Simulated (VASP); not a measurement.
Input of a VASP 6.6.1 run:

File POSCAR:

```
BaTiO3
1.0
    4.0890654813      0.0000000000      0.0000000000
    0.0000000000      2.9106184579      2.9190828388
    0.0000000000     -2.9106184579      2.9190828388
Ba Ti O
1 1 3
Direct
    0.0000000000      0.0000000000      0.0000000000
    0.5000000000      0.5124000000      0.5124000000
    0.0000000000      0.4874000000      0.4874000000
    0.5000000000      0.5052400000      0.9918400000
    0.5000000000      0.9918400000      0.5052400000
```

File INCAR.step1:

```
PREC = Accurate
ENCUT = 520
ISMEAR = -1
SIGMA = 0.1
LREAL = False
LASPH = True
NELM = 60
NBANDS = 28
GGA = PE
ALGO = Normal
EDIFF = 1E-4
LWAVE = True
LCHARG = False
```

Contents of INCAR.step2:

```
PREC = Accurate
ENCUT = 520
EDIFF = 1E-7
ISMEAR = -1
SIGMA = 0.1
LREAL = False
LASPH = True
NELM = 60
ALGO = Normal
ISIF = 2
LWAVE = False
LCHARG = False
METAGGA = R2SCAN
LMIXTAU = True
NBANDS = 28
ISTART = 1
```

KPOINTS

```
Automatic mesh
0
Gamma
  6 6 6
```

Potentials or basis: VASP PAW PBE potentials, release 64 (Ba_sv, Ti_sv, O).

Launch:

```sh
$ cat potpaw_PBE.64/Ba_sv/POTCAR potpaw_PBE.64/Ti_sv/POTCAR potpaw_PBE.64/O/POTCAR > POTCAR
$ cp INCAR.step1 INCAR
$ mpirun -np 1 vasp_std > vasp.out
$ cp INCAR.step2 INCAR
$ mpirun -np 1 vasp_std > vasp.out
```

Question: What does it give for the band gap on the k mesh?

Answer: 2.05 eV (least direct gap 2.33 eV).

Question: What does it give for the pressure?

Answer: -10.8 GPa.

Forces in eV/Å, atoms in the order of the input:
```
Ba   0.000  0.000  0.145
Ti   0.000  0.000  0.509
O    0.000  0.000  0.284
O    0.000  0.243 -0.469
O    0.000 -0.243 -0.469
```

Caveat: the cell stands under tension; the PAW data sets were made with another functional, which shifts forces and pressure a little; spin-orbit coupling is left out, which moves the levels of the heavy elements. r2SCAN opens gaps a little over a GGA but as a rule still falls short of measured ones.
